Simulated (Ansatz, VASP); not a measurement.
## Al: VASP beside Ansatz

```
Al
1.0
    -1.59520    1.59520    1.59520
     1.59520   -1.59520    1.59520
     1.59520    1.59520   -1.59520
Al
1
Cartesian
  0.0000 0.0000 0.0000
```

Alike in both runs: functional LDA; k mesh 14 × 14 × 14; occupations fermi-dirac, width 0.1 eV; no spin polarisation.

Ansatz relaxed the structure, and its values are those at the end. VASP's run is a single point on that final structure, the one shown.

|  | VASP | Ansatz |
| --- | --- | --- |
| version | VASP 6.6.1 | Ansatz 0.2.0 |
| potentials or method | VASP PAW LDA potentials, release 64 (Al), cutoff 520 eV | plane waves (420 eV) with PAW, scalar-relativistic |
| valence electrons in the cell | 3 | 3 |

```csv
,VASP,Ansatz,Ansatz less VASP
pressure (GPa),0.1,0.0,-0.07
```

Ansatz warns that its potentials were made for another functional, while VASP's fit it. LDA's correlation is that of Perdew and Zunger in VASP and of Perdew and Wang (1992) in Ansatz.
